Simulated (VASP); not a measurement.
# Al3Cu: single point with LDA

The system is Al3Cu.

```
Al Cu
1.0
     3.94489    0.00000    0.00000
     0.00000    3.94489    0.00000
     0.00000    0.00000    3.67486
Al Cu
3 1
Direct
  0.00000 0.50000 0.50000
  0.50000 0.00000 0.50000
  0.50000 0.50000 0.00000
  0.00000 0.00000 0.00000
```

This cell differs from its parent crystal: strain +e along x and -e along y +0.0000, strain +e along z and -e/2 along x and y -0.0467.

```
Program             : VASP 6.6.1
Task                : single point
Functional          : LDA
Potentials or basis : VASP PAW LDA potentials, release 64 (Al, Cu)
Cutoff              : 520 eV
k mesh              : 10 × 10 × 10
Occupations         : gaussian, width 0.15 eV
Spin                : no spin polarisation
```

| Item | Value |
| --- | --- |
| Pressure | 0.7 GPa |
| Band gap on the k mesh | zero (band 10 reaches 10.55 eV, above the bottom of band 11 at 6.58 eV) |

Stress tensor (GPa, compression positive):
```
-1.73  0.00  0.00
 0.00 -1.73  0.00
 0.00  0.00  5.47
```

Levels at points of the mesh, in eV from the Fermi level:
| k point | band 6 | band 7 | band 8 | band 9 | band 10 | band 11 | band 12 | band 13 | band 14 | band 15 |
| --- | --- | --- | --- | --- | --- | --- | --- | --- | --- | --- |
| (0.00, 0.00, 0.00) | -3.78 | -2.85 | -2.85 | -1.64 | -0.82 | 0.10 | 1.27 | 6.09 | 6.09 | 6.58 |
| (0.50, 0.00, 0.00) | -3.76 | -3.62 | -0.21 | -0.09 | 0.48 | 0.90 | 0.95 | 2.18 | 2.60 | 4.05 |
| (0.50, 0.50, 0.00) | -3.97 | -3.62 | -3.55 | -3.20 | 1.93 | 3.53 | 3.53 | 4.01 | 4.63 | 4.63 |
| (0.00, 0.00, 0.50) | -3.74 | -3.46 | 0.04 | 0.04 | 0.31 | 0.31 | 0.52 | 1.81 | 2.03 | 3.15 |
| (0.50, 0.00, 0.50) | -4.00 | -3.59 | -3.39 | -3.23 | 1.12 | 2.68 | 3.05 | 3.07 | 3.43 | 3.54 |
| (0.50, 0.50, 0.50) | -4.14 | -3.98 | -3.61 | -3.54 | -2.52 | -2.04 | -1.89 | -1.89 | 11.52 | 11.94 |

It took 52 s on 1 thread of Intel(R) Xeon(R) 6975P-C (Granite Rapids) (shared host), peak memory 0.23 GiB.

Caveat: the cell differs from its parent crystal (strain +e along x and -e along y +0.0000, strain +e along z and -e/2 along x and y -0.0467).
